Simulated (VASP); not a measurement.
# GaAs (F-43m) in VASP: single point with PBEsol

Aim: the single point of GaAs with PBEsol.

Program: VASP 6.6.1. These are calculated values, not measurements. Logs are shortened: lines on timing, memory, paths and dates and some standing lists are left out, and cuts for length are marked.

## (1) The cell of the first run

Symmetry: F-43m, No. 216, cubic system. The conventional cell has a = 5.658 Å, b = 5.658 Å, c = 5.658 Å, α = 90.00°, β = 90.00°, γ = 90.00°. Ga (site symmetry -43m) has 4 As at 2.45 Å within 3.2 Å. Within 3.2 Å of As (site symmetry -43m) lie 4 Ga at 2.45 Å.

## (2) Single point, PBEsol

INCAR

```
SYSTEM = GaAs
PREC = Accurate
ENCUT = 500
EDIFF = 1E-6
ISMEAR = 0
SIGMA = 0.02
LREAL = Auto
LASPH = .TRUE.
NELM = 120
ALGO = Normal
ISIF = 2
LWAVE = .FALSE.
LCHARG = .FALSE.
GGA = PS
NBANDS = 166
GGA_COMPAT = .FALSE.
```

KPOINTS

```
Automatic mesh
0
G
  3 3 3
  0 0 0
```

POSCAR

```
GaAs
1.0
    5.6579528202      5.6579528202     -5.6579528202
   -5.6579528202     -5.6579528202     -5.6579528202
   -5.6579528202      5.6579528202      5.6579528202
Ga As
16 16
Direct
    0.2500000000      0.0000000000      0.7500000000
    0.5000000000      0.7500000000      0.7500000000
    0.7500000000      0.5000000000      0.7500000000
    0.7500000000      0.0000000000      0.2500000000
    0.0000000000      1.0000000000      0.0000000000
    0.2500000000      0.7500000000      0.0000000000
    0.5000000000      0.5000000000      0.0000000000
    0.7500000000      0.2500000000      0.0000000000
    0.0000000000      0.2500000000      0.7500000000
    0.5000000000      0.0000000000      0.5000000000
    0.7500000000      0.7500000000      0.5000000000
    0.0000000000      0.7500000000      0.2500000000
    0.2500000000      0.5000000000      0.2500000000
    0.5000000000      0.2500000000      0.2500000000
    0.0000000000      0.5000000000      0.5000000000
    0.2500000000      0.2500000000      0.5000000000
    0.2500000000      0.0000000000      0.0000000000
    0.5000000000      0.7500000000      0.0000000000
    0.7500000000      0.5000000000      0.0000000000
    0.7500000000      0.0000000000      0.5000000000
    0.0000000000      0.0000000000      0.2500000000
    0.2500000000      0.7500000000      0.2500000000
    0.5000000000      0.5000000000      0.2500000000
    0.7500000000      0.2500000000      0.2500000000
    0.0000000000      0.2500000000      0.0000000000
    0.5000000000      0.0000000000      0.7500000000
    0.7500000000      0.7500000000      0.7500000000
    0.0000000000      0.7500000000      0.5000000000
    0.2500000000      0.5000000000      0.5000000000
    0.5000000000      0.2500000000      0.5000000000
    0.0000000000      0.5000000000      0.7500000000
    0.2500000000      0.2500000000      0.7500000000
```

Potentials or basis: VASP PAW PBE potentials, release 64 (Ga_d, As).

The run is started by

```console
$ cat potpaw_PBE.64/Ga_d/POTCAR potpaw_PBE.64/As/POTCAR > POTCAR
$ mpirun -np 1 vasp_std > vasp.out
```

OUTCAR:

```text
SYSTEM = GaAs
   PREC = Accurate
   ENCUT = 500
   EDIFF = 1E-6
   ISMEAR = 0
   LREAL = Auto
   LASPH = .TRUE.
   NELM = 120
   ISIF = 2
   GGA = PS

 ion  position               nearest neighbor table
   1  0.250  0.000  0.750-  17 2.45  26 2.45  28 2.45  32 2.45
   2  0.500  0.750  0.750-  18 2.45  26 2.45  27 2.45  29 2.45
   3  0.750  0.500  0.750-  19 2.45  27 2.45  30 2.45  31 2.45
   4  0.750  0.000  0.250-  18 2.45  20 2.45  21 2.45  24 2.45
   5  0.000  0.000  0.000-  17 2.45  21 2.45  25 2.45  27 2.45
   6  0.250  0.750  0.000-  17 2.45  18 2.45  22 2.45  31 2.45
[... 24 lines left out ...]
  31  0.000  0.500  0.750-   3 2.45   6 2.45   9 2.45  15 2.45
  32  0.250  0.250  0.750-   1 2.45   7 2.45   9 2.45  16 2.45

  LATTYP: Found a body centered cubic cell.
 ALAT       =    11.3159056404

  Lattice vectors:

 A1 = (   5.6579528202,   5.6579528202,  -5.6579528202)
 A2 = (  -5.6579528202,  -5.6579528202,  -5.6579528202)
 A3 = (  -5.6579528202,   5.6579528202,   5.6579528202)

Analysis of symmetry for initial positions (statically):
=====================================================================
 Subroutine PRICEL returns following result:

  LATTYP: Found a face centered cubic cell.
 ALAT       =     5.6579528202

  Lattice vectors:

 A1 = (  -2.8289764101,  -2.8289764101,   0.0000000000)
 A2 = (   0.0000000000,  -2.8289764101,   2.8289764101)
 A3 = (  -2.8289764101,   0.0000000000,   2.8289764101)

  16 primitive cells build up your supercell.

 Routine SETGRP: Setting up the symmetry group for a
 body centered cubic supercell.

 Subroutine GETGRP returns: Found 24 space group operations
 (whereof 24 operations were pure point group operations)
 out of a pool of 48 trial point group operations.

The static configuration has the point symmetry T_d .

Analysis of symmetry for dynamics (positions and initial velocities):
=====================================================================
 Subroutine PRICEL returns following result:

  LATTYP: Found a face centered cubic cell.
 ALAT       =     5.6579528202

  Lattice vectors:

 A1 = (  -2.8289764101,  -2.8289764101,   0.0000000000)
 A2 = (   0.0000000000,  -2.8289764101,   2.8289764101)
 A3 = (  -2.8289764101,   0.0000000000,   2.8289764101)

  16 primitive cells build up your supercell.

 Routine SETGRP: Setting up the symmetry group for a
 body centered cubic supercell.

 Subroutine GETGRP returns: Found 24 space group operations
 (whereof 24 operations were pure point group operations)
 out of a pool of 48 trial point group operations.

The dynamic configuration has the point symmetry T_d .

 Subroutine INISYM returns: Found 24 space group operations
 (whereof 24 operations are pure point group operations),
 and found    16 'primitive' translations

----------------------------------------------------------------------------------------

                                     Primitive cell

  volume of cell :      45.2812

  direct lattice vectors                    reciprocal lattice vectors
    -2.828976410 -2.828976410  0.000000000    -0.176742372 -0.176742372 -0.176742372
     0.000000000 -2.828976410  2.828976410     0.176742372 -0.176742372  0.176742372
    -2.828976410  0.000000000  2.828976410    -0.176742372  0.176742372  0.176742372

  length of vectors
     4.000776807  4.000776807  4.000776807     0.306126768  0.306126768  0.306126768

  position of ions in fractional coordinates (direct lattice)
     0.000000000  0.000000000  0.000000000
     0.750000000  0.750000000  0.750000000

  ion indices of the primitive-cell ions
   primitive index   ion index
                 1           1
                 2          17

----------------------------------------------------------------------------------------

 KPOINTS: Automatic mesh

Automatic generation of k-mesh.
 Grid dimensions read from file:
 generate k-points for:    3    3    3

 Generating k-lattice:

  Cartesian coordinates                     Fractional coordinates (reciprocal lattice)
     0.000000000  0.029457062 -0.029457062     0.333333333  0.000000000  0.000000000
    -0.029457062  0.000000000 -0.029457062     0.000000000  0.333333333  0.000000000
    -0.029457062  0.029457062  0.000000000     0.000000000  0.000000000  0.333333333

  Length of vectors
     0.041658577  0.041658577  0.041658577

  Shift w.r.t. Gamma in fractional coordinates (k-lattice)
     0.000000000  0.000000000  0.000000000

 Subroutine IBZKPT returns following result:
 ===========================================

 Found      4 irreducible k-points:

 Following reciprocal coordinates:
            Coordinates               Weight
  0.000000  0.000000  0.000000      1.000000
  0.333333  0.000000  0.000000     12.000000
  0.333333  0.333333  0.000000      8.000000
 -0.333333  0.333333  0.333333      6.000000
   k-points           NKPTS =      4   k-points in BZ     NKDIM =      4   number of bands    NBANDS=    166
   number of dos      NEDOS =    301   number of ions     NIONS =     32
   total plane-waves  NPLWV = 373248
   dimension x,y,z NGX =    72 NGY =   72 NGZ =   72
   dimension x,y,z NGXF=   144 NGYF=  144 NGZF=  144
   ions per type =              16  16
   NGX,Y,Z   is equivalent  to a cutoff of  12.21, 12.21, 12.21 a.u.
   NGXF,Y,Z  is equivalent  to a cutoff of  24.43, 24.43, 24.43 a.u.
 SYSTEM =  GaAs
   PREC   = accura    normal or accurate (medium, high low for compatibility)
   ISTART =      0    job   : 0-new  1-cont  2-samecut
   ICHARG =      2    charge: 1-file 2-atom 10-const
   ISPIN  =      1    spin polarized calculation?
   LNONCOLLINEAR =      F non collinear calculations
   LSORBIT =      F    spin-orbit coupling
   LASPH  =      T    aspherical Exc in radial PAW
   ENCUT  =  500.0 eV  36.75 Ry    6.06 a.u.  17.87 17.87 17.87*2*pi/ulx,y,z
   NELM   =    120;   NELMIN=  2; NELMDL= -5     # of ELM steps
   EDIFF  = 0.1E-05   stopping-criterion for ELM
   LREAL  =      T    real-space projection
   EDIFFG = 0.1E-04   stopping-criterion for IOM
   NSW    =      0    number of steps for IOM
   IBRION =     -1    ionic relax: 0-MD 1-quasi-New 2-CG
   NFREE  =      0    steps in history (QN), initial steepest desc. (CG)
   ISIF   =      2    stress and relaxation
   ISYM   =      2    0-nonsym 1-usesym 2-fastsym
   POTIM  = 0.5000    time-step for ionic-motion
   TEBEG  =    0.0;   TEEND  =   0.0 temperature during run
   PSTRESS=    0.0 pullay stress
   NELECT =     288.0000    total number of electrons
   NUPDOWN=      -1.0000    fix difference up-down
   EMIN   =  10.00;   EMAX   =-10.00  energy-range for DOS
   EFERMI =   0.00;   METHOD = LEGACY
   ISMEAR =     0;   SIGMA  =   0.02  broadening in eV -4-tet -1-fermi 0-gaus
   EFERMI_NEDOS =   21; number of points for ismear=-14 and -15
   IALGO  =     38    algorithm
   IMIX   =      4    mixing-type and parameters
     AMIX     =   0.40;   BMIX     =  1.00
     AMIX_MAG =   1.60;   BMIX_MAG =  1.00
  volume/ion in A,a.u.               =      22.64       152.79
  Fermi-wavevector in a.u.,A,eV,Ry     =   1.203722  2.274705 19.714129  1.448948
  Thomas-Fermi vector in A             =   2.339468
   LORBIT       =      0    0 simple, 1 ext, 2 COOP (PROOUT), +10 PAW based schemes
   GGA     = PS    functional components
   LHFCALC =     F    Hartree Fock is set to
   AEXX    =    0.0000 exact exchange contribution
   IVDW    =     0    specifies the selected vdW correction
   LEPSILON=     F    determine dielectric tensor
   LRPA    =     F    only Hartree local field effects (RPA)
 non-spin polarized calculation
 Gauss-broadening in eV      SIGMA  =   0.02
  energy-cutoff  :      500.00
  volume of cell :      724.50
 maximum number of plane-waves:     18435
   NGX = 35   NGY = 35   NGZ = 35

 number of electron     287.9999939 magnetization

 Free energy of the ion-electron system (eV)
  ---------------------------------------------------
  ext. energy  EPLUGINS =         0.00000000
  ---------------------------------------------------
  free energy    TOTEN  =      -145.47743380 eV

  energy without entropy =     -145.47743380  energy(sigma->0) =     -145.47743380

 E-fermi :   3.9262     XC(G=0):  -9.7630

 val. band max:        3.7820244964   @ k =   0.0000   0.0000   0.0000
 cond. band min:       4.2216017718   @ k =   0.0000   0.0000   0.0000
 fundamental gap:      0.4395772754
 Fermi energy:         3.9262219062

 k-point     1 :       0.0000    0.0000    0.0000
  band No.  band energies     occupation
      1     -11.0995      2.00000
      2     -11.0995      2.00000
      3     -11.0995      2.00000
      4     -11.0646      2.00000
      5     -11.0646      2.00000
      6     -11.0646      2.00000
[... 148 lines left out ...]
    155       6.4496      0.00000
    156       6.4496      0.00000

 k-point     2 :       0.3333    0.0000    0.0000
  band No.  band energies     occupation
      1     -11.0938      2.00000
      2     -11.0911      2.00000
      3     -11.0911      2.00000
      4     -11.0815      2.00000
      5     -11.0745      2.00000
      6     -11.0745      2.00000
[... 148 lines left out ...]
    155       6.2253      0.00000
    156       6.3171      0.00000

 k-point     3 :       0.3333    0.3333    0.0000
  band No.  band energies     occupation
      1     -11.0839      2.00000
      2     -11.0839      2.00000
      3     -11.0839      2.00000
      4     -11.0839      2.00000
      5     -11.0839      2.00000
      6     -11.0839      2.00000
[... 148 lines left out ...]
    155       6.2373      0.00000
    156       6.2373      0.00000

 k-point     4 :      -0.3333    0.3333    0.3333
  band No.  band energies     occupation
      1     -11.0901      2.00000
      2     -11.0901      2.00000
      3     -11.0836      2.00000
      4     -11.0836      2.00000
      5     -11.0836      2.00000
      6     -11.0836      2.00000
[... 148 lines left out ...]
    155       6.3371      0.00000
    156       6.8247      0.00000
 [bands above 156 left out]

------------------------ aborting loop because EDIFF is reached ----------------------------------------

  FORCE on cell =-STRESS in cart. coord.  units (eV):
  Direction    XX          YY          ZZ          XY          YZ          ZX
  --------------------------------------------------------------------------------------
  -------------------------------------------------------------------------------------
  Total        0.9195253      0.9195253      0.9195253      0.0000000      0.0000000      0.0000000
  in kB        2.0334631      2.0334631      2.0334631      0.0000000      0.0000000      0.0000000
  external PRESSURE =       2.0334631 kB  Pullay stress =       0.0000000 kB

 VOLUME and BASIS-vectors are now :
 -----------------------------------------------------------------------------
  energy-cutoff  :      500.00
  volume of cell :      724.50
      direct lattice vectors                 reciprocal lattice vectors
     5.657952820  5.657952820 -5.657952820     0.000000000  0.088371186 -0.088371186
    -5.657952820 -5.657952820 -5.657952820    -0.088371186  0.000000000 -0.088371186
    -5.657952820  5.657952820  5.657952820    -0.088371186  0.088371186  0.000000000

 POSITION                                       TOTAL-FORCE (eV/Angst)
 -----------------------------------------------------------------------------------
     -2.82898      5.65795      2.82898        -0.000000      0.000000     -0.000000
     -5.65795      2.82898     -2.82898        -0.000000      0.000000     -0.000000
     -2.82898      5.65795     -2.82898        -0.000000      0.000000     -0.000000
      2.82898      5.65795     -2.82898        -0.000000      0.000000     -0.000000
      0.00000      0.00000      0.00000        -0.000000      0.000000     -0.000000
     -2.82898     -2.82898     -5.65795        -0.000000      0.000000     -0.000000
[... 24 lines left out ...]
     -7.07244      1.41449      1.41449         0.000000     -0.000000      0.000000
     -4.24346      4.24346      1.41449         0.000000     -0.000000     -0.000000
 -----------------------------------------------------------------------------------
    total drift:                                0.000021     -0.000021      0.000016

  FREE ENERGIE OF THE ION-ELECTRON SYSTEM (eV)
  ---------------------------------------------------
  free  energy   TOTEN  =      -145.4774338012 eV

  energy  without entropy=     -145.4774338012  energy(sigma->0) =     -145.47743380
```

Wall time 28 min (1 thread of Intel Xeon 8259CL, shared host); peak memory 0.88 GiB.

Results:

| Quantity | Value |
| --- | --- |
| Free energy | -145.4774 eV |
| Pressure | 0.2 GPa |
| Band gap on the k mesh | 0.44 eV |

Caveat: the PAW data sets were made with another functional, which shifts forces and pressure a little.
